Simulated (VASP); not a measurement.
Set up this calculation in VASP 6.6.1, as the native input.

| Property | Result |
| --- | --- |
| Task | single point |
| Functional | LDA |
| Potentials or basis | VASP PAW LDA potentials, release 64 (Cs_sv, H) |
| Cutoff | 520 eV |
| k mesh | 8 × 8 × 8 |
| Occupations | gaussian, width 0.05 eV |
| Spin | no spin polarisation |
| Dipole correction | no |
| Further INCAR settings | ALGO = Normal; EDIFF = 1e-06; NBANDS = 12 |

The structure of CsH lies in POSCAR:

```
CsH
1.0
    3.8184085400      0.0000000000      0.0000000000
    0.0000000000      3.8184085400      0.0000000000
    0.0000000000      0.0000000000      3.9902369243
Cs H
1 1
Direct
    0.0000000000      0.0000000000      0.0000000000
    0.5000000000      0.5000000000      0.5000000000
```

This cell differs from its parent crystal: strain +0.0450 x Voigt [0, 0, 1, 0, 0, 0].

The input as run:

INCAR

```
SYSTEM = CsH
PREC = Accurate
ENCUT = 520
EDIFF = 1E-6
ISMEAR = 0
SIGMA = 0.05
LREAL = .FALSE.
LASPH = .TRUE.
NELM = 80
ALGO = Normal
ISIF = 2
LWAVE = .FALSE.
LCHARG = .TRUE.
GGA = CA
LELF = .TRUE.
LVHAR = .TRUE.
NBANDS = 12
```

KPOINTS

```
regular mesh
0
G
  8 8 8
  0 0 0
```

Potentials or basis: VASP PAW LDA potentials, release 64 (Cs_sv, H).

The run is started by

```console
$ cat potpaw_LDA.64/Cs_sv/POTCAR potpaw_LDA.64/H/POTCAR > POTCAR
$ mpirun -np 1 vasp_std > vasp.out
```

Results of the run:

- Pressure: -2.2 GPa
- Band gap on the k mesh: 2.07 eV, indirect (least direct gap 2.25 eV)

Caveat: the cell differs from its parent crystal (strain +0.0450 x Voigt [0, 0, 1, 0, 0, 0]); spin-orbit coupling is left out, which moves the levels of the heavy elements.

Wall time 33 s on 1 thread of AMD EPYC 7R43 64-Core Processor (Zen 3), with other jobs on the host, peak memory 0.14 GiB.
